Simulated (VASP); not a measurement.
Wanted: the native input for a VASP 6.6.1 run.

| Item | Value |
| --- | --- |
| Task | single point |
| Functional | PBEsol |
| Potentials or basis | VASP PAW PBE potentials, release 64 (Cu) |
| Cutoff | 520 eV |
| k mesh | 22 × 22 × 22 |
| Occupations | gaussian, width 0.15 eV |
| Spin | no spin polarisation |
| Dipole correction | no |
| Further INCAR settings | ALGO = Fast; EDIFF = 1e-07; NBANDS = 18 |

The structure of Cu lies in POSCAR:

```
Cu
1.0
    1.2184636900     -3.9763780104      0.0000000000
    1.2184636900      3.9763780104      0.0000000000
    0.0000000000      0.0000000000      2.4754955235
Cu
2
Direct
    0.1338666500      0.8661333500      0.2500000000
    0.8661333500      0.1338666500      0.7500000000
```

The input as run:

INCAR

```
SYSTEM = Cu
PREC = Accurate
ENCUT = 520
EDIFF = 1E-7
ISMEAR = 0
SIGMA = 0.15
LREAL = .False.
LASPH = .True.
NELM = 80
ALGO = Fast
ISIF = 2
LWAVE = .False.
LCHARG = .False.
GGA = PS
NBANDS = 18
```

KPOINTS

```
Automatic mesh
0
Gamma
  22 22 22
  0 0 0
```

Potentials or basis: VASP PAW PBE potentials, release 64 (Cu).

Command:

```bash
$ cat potpaw_PBE.64/Cu/POTCAR > POTCAR
$ mpirun -np 1 vasp_std > vasp.out
```

Results of the run:

```yaml
Pressure: -0.7 GPa
Largest_force: 0.004 eV/Å
Band_gap_on_the_k_mesh: zero (band 11 reaches 11.20 eV, above the bottom of band 12 at 5.58 eV)
```

Caveat: the PAW data sets were made with another functional, which shifts forces and pressure a little.

Run time: 10 min on 1 thread of Intel(R) Xeon(R) Platinum 8259CL CPU @ 2.50GHz (Skylake/Cascade Lake), on a shared host, peak memory 0.63 GiB.
